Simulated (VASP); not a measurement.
Wanted: the native input for a VASP 6.6.1 run.

- Task: single point
- Functional: PBE
- Potentials or basis: VASP PAW PBE potentials, release 64 (Zn, O)
- Cutoff: 600 eV
- k mesh: 6 × 6 × 6
- Occupations: methfessel-paxton, width 0.2 eV
- Spin: no spin polarisation
- Dipole correction: no
- Further INCAR settings: ALGO = Normal; EDIFF = 1e-06; NBANDS = 16

The structure of ZnO lies in POSCAR:

```
ZnO
1.0
    2.6461709590      0.0000000000      0.0000000000
    0.0000000000      2.6461709590      0.0000000000
    0.0000000000      0.0000000000      2.6461709590
Zn O
1 1
Direct
    0.0000000000      0.0000000000      0.0000000000
    0.5000000000      0.5000000000      0.5000000000
```

One way to write it, as run:

INCAR

```
SYSTEM = ZnO
PREC = Accurate
ENCUT = 600
EDIFF = 1E-6
ISMEAR = 1
SIGMA = 0.2
LREAL = .FALSE.
LASPH = .TRUE.
NELM = 120
ALGO = Normal
ISIF = 2
LWAVE = .FALSE.
LCHARG = .FALSE.
GGA = PE
NBANDS = 16
GGA_COMPAT = .FALSE.
```

KPOINTS

```
Automatic mesh
0
G
  6 6 6
  0 0 0
```

Potentials or basis: VASP PAW PBE potentials, release 64 (Zn, O).

Command:

```bash
$ cat potpaw_PBE.64/Zn/POTCAR potpaw_PBE.64/O/POTCAR > POTCAR
$ mpirun -np 1 vasp_std > vasp.out
```

Results of the run:

- Pressure: 9.1 GPa
- Band gap on the k mesh: zero (band 9 reaches 3.58 eV, above the bottom of band 10 at 2.98 eV)

Caveat: the k points lie up to 0.40 Å⁻¹ apart.

It used 11 s of CPU time on 1 thread of AMD EPYC 7R13 Processor (Zen 3) (shared host).
